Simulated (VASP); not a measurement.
# TiMoSe4 (I4/mmm) in VASP: notebook

Runs on TiMoSe4. Level: PBE. Tasks: relaxation of cell and atoms, single point.

All numbers are computed with VASP 6.6.1; they aren't measurements. Logs are shortened: lines on timing, memory, paths and dates and some standing lists are left out, and cuts for length are marked.

## 1. The cell of the first run

It takes space group I4/mmm (No. 139, tetragonal). Conventional cell: a = 5.965 Å, b = 5.965 Å, c = 8.437 Å, α = 90.00°, β = 90.00°, γ = 90.00°. Ti (site symmetry 4/mmm) has 2 Se at 1.72 Å within 2.3 Å. Within 3.3 Å of Mo (site symmetry 4/mmm) lie 2 Se at 2.50 Å. Within 4.0 Å of Se (site symmetry -4m2) lie 4 Se at 3.01 Å and 4 Ti at 3.65 Å and 4 Mo at 3.65 Å. Se (site symmetry 4mm) has 1 Ti at 1.72 Å within 2.3 Å.

The cell was built from a structure type or drawn by symmetry, and may not be a known phase.

## 2. Relaxation of cell and atoms, PBE, collinear spin

INCAR reads:

```
ALGO = Normal ; EDIFF = 1E-7
EDIFFG = -0.08 ; ENCUT = 600
GGA = PE ; IBRION = 2
ISIF = 3 ; ISMEAR = 0
ISPIN = 2 ; LASPH = True
LCHARG = False ; LMAXMIX = 4
LORBIT = 11 ; LREAL = False
LWAVE = False ; MAGMOM = 1 1 0 0 0 0
NELM = 150 ; NSW = 36
PREC = Accurate ; SIGMA = 0.15
```

KPOINTS reads:

```
k-points
0
Gamma
  3 3 3
```

POSCAR reads:

```
TiMoSe4
1.0
   -2.9824161500      2.9824161500      4.2183534000
    2.9824161500     -2.9824161500      4.2183534000
    2.9824161500      2.9824161500     -4.2183534000
Ti Mo Se
1 1 4
Direct
    0.0000000000      0.0000000000      0.0000000000
    0.5000000000      0.5000000000      0.0000000000
    0.2500000000      0.7500000000      0.5000000000
    0.7500000000      0.2500000000      0.5000000000
    0.2037812200      0.2037812200      0.0000000000
    0.7962187800      0.7962187800      0.0000000000
```

Potentials or basis: VASP PAW PBE potentials, release 64 (Ti_sv, Mo_sv, Se).

Command:

```
cat potpaw_PBE.64/Ti_sv/POTCAR potpaw_PBE.64/Mo_sv/POTCAR potpaw_PBE.64/Se/POTCAR > POTCAR
mpirun -np 1 vasp_std > vasp.out
```

OUTCAR:

```text
EDIFF = 1E-7
   EDIFFG = -0.08
   ENCUT = 600
   GGA = PE
   IBRION = 2
   ISIF = 3
   ISMEAR = 0
   ISPIN = 2
   LASPH = True
   LORBIT = 11
   LREAL = False
   NELM = 150
   NSW = 36
   PREC = Accurate

 ion  position               nearest neighbor table
   1  0.000  0.000  0.000-   5 1.72   6 1.72
   2  0.500  0.500  0.000-   5 2.50   6 2.50
   3  0.250  0.750  0.500-
   4  0.750  0.250  0.500-
   5  0.204  0.204  0.000-   1 1.72   2 2.50
   6  0.796  0.796  0.000-   1 1.72   2 2.50

  LATTYP: Found a body centered tetragonal cell.
 ALAT       =     5.9648323000
 C/A-ratio  =     1.4144080463

  Lattice vectors:

 A1 = (  -2.9824161500,   2.9824161500,   4.2183534000)
 A2 = (   2.9824161500,  -2.9824161500,   4.2183534000)
 A3 = (   2.9824161500,   2.9824161500,  -4.2183534000)

Analysis of symmetry for initial positions (statically):
=====================================================================
 Subroutine PRICEL returns:
 Original cell was already a primitive cell.

 Routine SETGRP: Setting up the symmetry group for a
 body centered tetragonal supercell.

 Subroutine GETGRP returns: Found 16 space group operations
 (whereof 16 operations were pure point group operations)
 out of a pool of 16 trial point group operations.

The static configuration has the point symmetry D_4h.

Analysis of symmetry for dynamics (positions and initial velocities):
=====================================================================
 Subroutine PRICEL returns:
 Original cell was already a primitive cell.

 Routine SETGRP: Setting up the symmetry group for a
 body centered tetragonal supercell.

 Subroutine GETGRP returns: Found 16 space group operations
 (whereof 16 operations were pure point group operations)
 out of a pool of 16 trial point group operations.

The dynamic configuration has the point symmetry D_4h.

Analysis of structural, dynamic, and magnetic symmetry:
=====================================================================
 Subroutine PRICEL returns:
 Original cell was already a primitive cell.

 Routine SETGRP: Setting up the symmetry group for a
 body centered tetragonal supercell.

 Subroutine GETGRP returns: Found 16 space group operations
 (whereof 16 operations were pure point group operations)
 out of a pool of 16 trial point group operations.

The overall configuration has the point symmetry D_4h.

 Subroutine INISYM returns: Found 16 space group operations
 (whereof 16 operations are pure point group operations),
 and found     1 'primitive' translations

----------------------------------------------------------------------------------------

                                     Primitive cell

  volume of cell :     150.0857

  direct lattice vectors                    reciprocal lattice vectors
    -2.982416150  2.982416150  4.218353400     0.000000000  0.167649307  0.118529661
     2.982416150 -2.982416150  4.218353400     0.167649307  0.000000000  0.118529661
     2.982416150  2.982416150 -4.218353400     0.167649307  0.167649307  0.000000000

  length of vectors
     5.965242459  5.965242459  5.965242459     0.205318218  0.205318218  0.237091923

  position of ions in fractional coordinates (direct lattice)
     0.000000000  0.000000000  0.000000000
     0.500000000  0.500000000  0.000000000
     0.250000000  0.750000000  0.500000000
     0.750000000  0.250000000  0.500000000
     0.203781220  0.203781220  0.000000000
     0.796218780  0.796218780  0.000000000

  ion indices of the primitive-cell ions
   primitive index   ion index
                 1           1
                 2           2
                 3           3
                 4           4
                 5           5
                 6           6

----------------------------------------------------------------------------------------
[... 64 lines left out ...]
   EMIN   =  10.00;   EMAX   =-10.00  energy-range for DOS
   EFERMI =   0.00;   METHOD = LEGACY
   ISMEAR =     0;   SIGMA  =   0.15  broadening in eV -4-tet -1-fermi 0-gaus
[... 38 lines left out ...]

------------------------ aborting loop EDIFF was not reached (unconverged)  ----------------------------

  FORCE on cell =-STRESS in cart. coord.  units (eV):
  Direction    XX          YY          ZZ          XY          YZ          ZX
  --------------------------------------------------------------------------------------
  -------------------------------------------------------------------------------------
  Total       -8.8187971     -8.8187971     16.5553089      0.0000000      0.0000000      0.0000000
  in kB      -56.4725278    -56.4725278    106.0144749      0.0000000      0.0000000      0.0000000
  external PRESSURE =      -2.3101936 kB  Pullay stress =       0.0000000 kB
[... 29 lines left out ...]
 number of electron      50.0000001 magnetization      -0.0311457

 number of electron      50.0000000 magnetization       2.4159685

------------------------ aborting loop EDIFF was not reached (unconverged)  ----------------------------

  FORCE on cell =-STRESS in cart. coord.  units (eV):
  Direction    XX          YY          ZZ          XY          YZ          ZX
  --------------------------------------------------------------------------------------
  -------------------------------------------------------------------------------------
  Total      -10.1367873    -10.1367873     12.0820717      0.0000000      0.0000000      0.0000000
  in kB      -65.5711406    -65.5711406     78.1544685      0.0000000      0.0000000      0.0000000
  external PRESSURE =     -17.6626043 kB  Pullay stress =       0.0000000 kB
[... 21 lines left out ...]
  FREE ENERGIE OF THE ION-ELECTRON SYSTEM (eV)
  ---------------------------------------------------
  free  energy   TOTEN  =       -20.9996617950 eV

  energy  without entropy=      -20.8218192906  energy(sigma->0) =      -20.91074054

[... ionic steps 4 to 15 ...]

--------------------------------------- Ionic step       16  -------------------------------------------

 number of electron      50.0000003 magnetization       1.8311169

------------------------ aborting loop because EDIFF is reached ----------------------------------------
[... 75 lines left out ...]
--------------------------------------- Ionic step       18  -------------------------------------------

 number of electron      50.0000003 magnetization       1.9270254

 Free energy of the ion-electron system (eV)
  ---------------------------------------------------
  ext. energy  EPLUGINS =         0.00000000
  ---------------------------------------------------
  free energy    TOTEN  =       -27.91779618 eV

  energy without entropy =      -27.85768379  energy(sigma->0) =      -27.88773998

 E-fermi :   4.1364     XC(G=0):  -9.2417

 val. band max:        4.1249098082   @ k =   0.3333   0.3333  -0.0000
 cond. band min:       4.1497990771   @ k =   0.0000   0.0000   0.0000
 fundamental gap:      0.0248892689
 Fermi energy:         4.1363577679

 spin component 1

 k-point     1 :       0.0000    0.0000    0.0000
  band No.  band energies     occupation
      1     -57.5602      1.00000
      2     -52.4534      1.00000
      3     -31.8444      1.00000
      4     -31.7599      1.00000
      5     -31.7599      1.00000
      6     -28.9652      1.00000
[... 193 lines left out ...]
     30       6.0221      0.00000
     31       6.5593      0.00000
 Fermi energy:         4.1363577679

 spin component 2

 k-point     1 :       0.0000    0.0000    0.0000
  band No.  band energies     occupation
      1     -55.6481      1.00000
      2     -53.7468      1.00000
      3     -30.0825      1.00000
      4     -30.0825      1.00000
      5     -30.0471      1.00000
      6     -30.0351      1.00000
[... 226 lines left out ...]
  FREE ENERGIE OF THE ION-ELECTRON SYSTEM (eV)
  ---------------------------------------------------
  free  energy   TOTEN  =       -27.9177961769 eV

  energy  without entropy=      -27.8576837897  energy(sigma->0) =      -27.88773998

 reached required accuracy - stopping structural energy minimisation

 total charge

# of ion       s       p       d       tot
------------------------------------------
    1        2.113   6.038   2.012  10.163
    2        2.229   6.050   3.930  12.209
    3        1.526   2.117   0.030   3.673
    4        1.526   2.117   0.030   3.673
    5        1.492   2.276   0.070   3.838
    6        1.492   2.276   0.070   3.838
--------------------------------------------------
tot         10.378  20.874   6.142  37.395

 magnetization (x)

# of ion       s       p       d       tot
------------------------------------------
    1       -0.019  -0.009  -1.313  -1.341
    2        0.100   0.021   2.873   2.994
    3       -0.002   0.015   0.001   0.013
    4       -0.002   0.015   0.001   0.013
    5       -0.004  -0.032   0.003  -0.032
    6       -0.004  -0.032   0.003  -0.032
--------------------------------------------------
tot          0.068  -0.021   1.568   1.615
```

Wall time 85 min (1 thread of Intel Xeon Platinum 8375C at 2.90GHz (Ice Lake), shared host); peak memory 0.46 GiB.

What came out:

- Free energy: -27.9178 eV
- Relaxed volume: 26.69 Å³/atom
- Relaxed cell: a = 6.326 Å, b = 6.326 Å, c = 6.326 Å, α = 125.97°, β = 125.97°, γ = 79.94°
- Space group after relaxing (to 0.1 Å): I4/mmm (No. 139)
- Energy gained by relaxing: 1963.4 meV/atom
- Ionic steps: 18
- Pressure after relaxing: 0.0 GPa
- Largest force after relaxing: 0.070 eV/Å
- Net moment: 1.93 μB per cell
- Site moments: Ti -1.34; Mo +2.99; Se +0.01, -0.03 (each value once) μB
- Valence electrons inside the program's atomic spheres: Ti 10.16; Mo 12.21; Se 3.67, 3.84 (each value once)

Forces on the atoms (eV/Å):
```
Ti   0.000  0.000  0.000
Mo   0.000  0.000  0.000
Se   0.000  0.000  0.000
Se   0.000  0.000  0.000
Se   0.000  0.000  0.070
Se   0.000  0.000 -0.070
```

The path:
```
step  energy change (eV)  largest force (eV/Å)  pressure (GPa)  volume (Å³)
   1              0.0000               26.1403           30.48       150.09
   2             -4.3515                6.2025           -0.23       250.20
   3             -4.8625                6.1310           -1.77       247.68
   4             -5.3138                5.8532           -0.44       243.21
   5             -5.8732                5.3792           -0.76       236.04
   6             -8.7364                4.8048           -0.01       193.65
   7            -10.5026                5.2035            1.29       172.02
   8            -10.7604                4.0104            5.83       161.09
   9            -10.7668                4.9459            3.27       166.11
  10            -10.7969                4.7651            3.85       164.76
  11            -11.0192                0.2037           -5.16       180.66
  12            -11.5379                1.3742           -2.29       172.16
  13            -11.5406                1.2134           -2.70       172.94
  14            -11.5408                1.2683           -2.56       172.67
  15            -11.7298                0.7444           -0.83       164.75
  16            -11.7645                0.2722            0.57       159.97
  17            -11.7801                0.1301           -0.06       160.14
  18            -11.7806                0.0703            0.03       160.11
```

Final structure:
```
Ti Mo Se
1.0
    -2.87336    2.87336    4.84826
     2.87336   -2.87336    4.84826
     2.87336    2.87336   -4.84826
Ti Mo Se
1 1 4
Direct
  0.00000 0.00000 0.00000
  0.50000 0.50000 0.00000
  0.25000 0.75000 0.50000
  0.75000 0.25000 0.50000
  0.24840 0.24840 0.00000
  0.75160 0.75160 0.00000
```

Caveat: the k points lie up to 0.42 Å⁻¹ apart in the final cell; the relaxation stopped at a loose force limit of 0.08 eV/Å, so its end isn't a converged minimum.

## 3. Relaxation of cell and atoms, PBE, collinear spin

This run uses another cell than the first one, of 25.45 Å³/atom.

INCAR reads:

```
ALGO = Normal
EDIFF = 1E-6
EDIFFG = -0.08
ENCUT = 600
GGA = PE
IBRION = 2
ISIF = 3
ISMEAR = 0
ISPIN = 2
LASPH = True
LCHARG = False
LMAXMIX = 4
LORBIT = 11
LREAL = False
LWAVE = False
MAGMOM = 1 1 0 0 0 0
NELM = 150
NSW = 36
PREC = Accurate
SIGMA = 0.15
```

KPOINTS is that of step 2.

POSCAR reads:

```
TiMoSe4
1.0
   -2.9757161600      2.9757161600      4.3114165300
    2.9757161600     -2.9757161600      4.3114165300
    2.9757161600      2.9757161600     -4.3114165300
Ti Mo Se
1 1 4
Direct
    0.5000000000      0.5000000000      0.0000000000
    0.0000000000      0.0000000000      0.0000000000
    0.5000000000      0.0000000000      0.5000000000
    0.0000000000      0.5000000000      0.5000000000
    0.7500000000      0.2500000000      0.5000000000
    0.2500000000      0.7500000000      0.5000000000
```

Potentials or basis: VASP PAW PBE potentials, release 64 (Ti_sv, Mo_sv, Se).

Command:

```
cat potpaw_PBE.64/Ti_sv/POTCAR potpaw_PBE.64/Mo_sv/POTCAR potpaw_PBE.64/Se/POTCAR > POTCAR
mpirun -np 1 vasp_std > vasp.out
```

It took 17 min on 1 thread of Intel Xeon Platinum 8375C at 2.90GHz (Ice Lake), shared host; peak memory 0.46 GiB.

The run converged. Its results:

```
Free energy                                           : -30.1217 eV
Relaxed volume                                        : 24.01 Å³/atom
Relaxed cell                                          : a = 6.500 Å, b = 6.500 Å, c = 6.500 Å, α = 133.04°, β = 133.04°, γ = 68.59°
Space group after relaxing (to 0.1 Å)                 : I4/mmm (No. 139)
Energy gained by relaxing                             : 1127.8 meV/atom
Ionic steps                                           : 9
Pressure after relaxing                               : 0.0 GPa
Band gap on the k mesh                                : zero (filled and empty bands overlap)
Net moment                                            : 2.00 μB per cell
Site moments                                          : Ti -1.07; Mo +2.76; Se +0.02, +0.01 (each value once) μB
Valence electrons inside the program's atomic spheres : Ti 10.13; Mo 12.23; Se 3.90, 3.68 (each value once)
```

Stress tensor (GPa, compression positive):
```
-0.06  0.00  0.00
 0.00 -0.06  0.00
 0.00  0.00  0.06
```

Step by step:
| step | energy change (eV) | largest force (eV/Å) | pressure (GPa) | volume (Å³) |
| --- | --- | --- | --- | --- |
| 1 | 0.0000 | 0.0000 | 12.04 | 152.71 |
| 2 | -5.1851 | 0.0000 | -8.31 | 187.03 |
| 3 | -5.5480 | 0.0000 | -7.38 | 175.83 |
| 4 | -5.5513 | 0.0000 | -7.19 | 175.14 |
| 5 | -5.5474 | 0.0000 | -6.97 | 174.42 |
| 6 | -6.7247 | 0.0000 | -1.86 | 149.14 |
| 7 | -6.7581 | 0.0000 | -0.87 | 146.23 |
| 8 | -6.7455 | 0.0000 | 1.55 | 140.49 |
| 9 | -6.7667 | 0.0000 | -0.02 | 144.05 |

Final structure:
```
CELL_PARAMETERS angstrom
-2.58966 2.58966 5.37006
2.58966 -2.58966 5.37006
2.58966 2.58966 -5.37006
ATOMIC_POSITIONS crystal
Ti 0.50000 0.50000 0.00000
Mo 0.00000 0.00000 0.00000
Se 0.50000 0.00000 0.50000
Se 0.00000 0.50000 0.50000
Se 0.75000 0.25000 0.50000
Se 0.25000 0.75000 0.50000
```

Levels at points of the mesh, in eV from the Fermi level:
Spin up:
```csv
k point,band 22,band 23,band 24,band 25,band 26,band 27,band 28,band 29,band 30,band 31
"(0.00, 0.00, 0.00)",-1.41,-0.96,-0.80,-0.80,-0.62,0.28,0.28,0.81,1.18,1.18
```
Spin down:
| k point | band 22 | band 23 | band 24 | band 25 | band 26 | band 27 |
| --- | --- | --- | --- | --- | --- | --- |
| (0.00, 0.00, 0.00) | -1.24 | -0.22 | -0.02 | -0.02 | 0.29 | 0.31 |

Caveat: the k points lie up to 0.45 Å⁻¹ apart in the final cell.

## 4. Single point, PBE, collinear spin

This run uses another cell than the first one, of 23.90 Å³/atom.

INCAR reads:

```
SYSTEM = TiMoSe4
PREC     = Accurate       ! precision mode
ENCUT    = 520            ! plane-wave cutoff, eV
EDIFF    = 1E-7           ! SCF threshold, eV
ISMEAR   = 0              ! smearing method
SIGMA    = 0.15           ! smearing width, eV
LREAL    = .False.        ! projectors in reciprocal space
LASPH    = .True.         ! aspherical terms in the spheres
NELM     = 150            ! most SCF steps
ALGO     = Normal         ! electronic algorithm
ISIF     = 2              ! what is computed and relaxed
LWAVE    = .False.        ! write WAVECAR
LCHARG   = .False.        ! write CHGCAR
ISPIN    = 2              ! spin polarisation
MAGMOM   = 1 1 0 0 0 0    ! initial moments
LORBIT   = 11             ! projections on sites
LMAXMIX  = 4              ! l up to which the mixer works
GGA      = PE             ! functional
NBANDS   = 38             ! bands
```

KPOINTS reads:

```
Automatic mesh
0
Gamma
  3 3 3
  0 0 0
```

Changes to POSCAR since step 3:

```diff
@@ -2,5 +2,5 @@
 1.0
-   -2.9757161600      2.9757161600      4.3114165300
-    2.9757161600     -2.9757161600      4.3114165300
-    2.9757161600      2.9757161600     -4.3114165300
+   -2.5882174980      2.5882174980      5.3514070898
+    2.5882174980     -2.5882174980      5.3514070898
+    2.5882174980      2.5882174980     -5.3514070898
 Ti Mo Se
```

Command:

```
cat potpaw_PBE.64/Ti_sv/POTCAR potpaw_PBE.64/Mo_sv/POTCAR potpaw_PBE.64/Se/POTCAR > POTCAR
mpirun -np 1 vasp_std > vasp.out
```

It took 4.6 min on 1 thread of Intel Xeon 8259CL, shared host; peak memory 0.43 GiB.

Results (log left out):

```yaml
Free_energy: -30.1221 eV
Pressure: 0.3 GPa
Band_gap_on_the_k_mesh: zero (filled and empty bands overlap)
Net_moment: 2.02 μB per cell
Site_moments: Ti -1.07; Mo +2.75; Se +0.02, +0.01 (each value once) μB
Valence_electrons_inside_the_program's_atomic_spheres: Ti 10.13; Mo 12.23; Se 3.91, 3.69 (each value once)
```

Stress tensor (GPa, compression positive):
```
0.10 0.00 0.00
0.00 0.10 0.00
0.00 0.00 0.56
```

Levels at points of the mesh, in eV from the Fermi level:
Spin up:
```csv
k point,band 24,band 25,band 26,band 27,band 28,band 29
"(0.00, 0.00, 0.00)",-0.79,-0.79,-0.62,0.28,0.28,0.80
```
Spin down:
```tsv
k point	band 21	band 22	band 23	band 24	band 25	band 26	band 27	band 28
(0.00, 0.00, 0.00)	-1.77	-1.24	-0.22	-0.01	-0.01	0.29	0.32	0.32
```

Caveat: the k points lie up to 0.45 Å⁻¹ apart.

## 5. The runs side by side

```tsv
task	cell	cutoff (eV)	gap on the mesh (eV)	pressure (GPa)	moment (μB)	relaxed volume (Å³/atom)
relaxation of cell and atoms	relaxed from a = 5.965 Å, angles 120.0, 120.0, 90.0°, 6 atoms, atomic positions A	600	none	0.0	1.93	26.69
relaxation of cell and atoms	relaxed from a = 6.025 Å, angles 120.8, 120.8, 88.6°, 6 atoms, atomic positions B	600	none	0.0	2.00	24.01
single point	a = 6.483 Å, angles 132.9, 132.9, 68.7°, 6 atoms, atomic positions B	520	none	0.3	2.02	-
```

Alike in all rows: level PBE; potentials or basis VASP PAW PBE potentials, release 64 (Ti_sv, Mo_sv, Se); spin collinear; k mesh 3 × 3 × 3; smearing gaussian 0.15 eV.

Caveats: all runs use coarse meshes; the relaxation stopped at a loose force limit of 0.08 eV/Å, so its end isn't a converged minimum (at least some runs).

Absolute energies hang on the potentials; compare differences alone.
